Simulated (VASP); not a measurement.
# W: single point with r2SCAN+D4

The system is W.

```
CELL_PARAMETERS angstrom
-1.58221 1.58221 1.58221
1.58221 -1.58221 1.58221
1.58221 1.58221 -1.58221
ATOMIC_POSITIONS crystal
W 0.00000 0.00000 0.00000
```

* Program: VASP 6.6.1
* Task: single point
* Functional: r2SCAN
* Dispersion: D4
* Potentials or basis: VASP PAW PBE potentials, release 64 (W_sv)
* Cutoff: 520 eV
* k mesh: 12 × 12 × 12
* Occupations: methfessel-paxton, width 0.1 eV
* Spin: no spin polarisation

| Quantity | Value |
| --- | --- |
| Pressure | 1.2 GPa |
| Band gap on the k mesh | zero (bands 7 and 8 overlap by 6.62 eV) |
| Dispersion energy per atom | -0.219 eV |

Levels at points of the mesh, in eV from the Fermi level:
| k point | band 4 | band 5 | band 6 | band 7 | band 8 | band 9 | band 10 | band 11 |
| --- | --- | --- | --- | --- | --- | --- | --- | --- |
| (0.00, 0.00, 0.00) | -38.84 | -9.99 | -1.14 | -1.14 | -1.14 | 2.70 | 2.70 | 15.41 |
| (0.50, 0.00, 0.00) | -38.85 | -6.42 | -3.61 | 0.67 | 2.54 | 3.59 | 6.48 | 11.81 |
| (0.50, 0.50, 0.50) | -39.80 | -5.88 | -5.88 | 5.48 | 5.48 | 5.48 | 8.69 | 8.69 |

Wall time 70 s on 1 thread of Intel Xeon 8259CL, with other jobs on the host, peak memory 0.14 GiB.

Caveat: the PAW data sets were made with another functional, which shifts forces and pressure a little; spin-orbit coupling is left out, which moves the levels of the heavy elements.
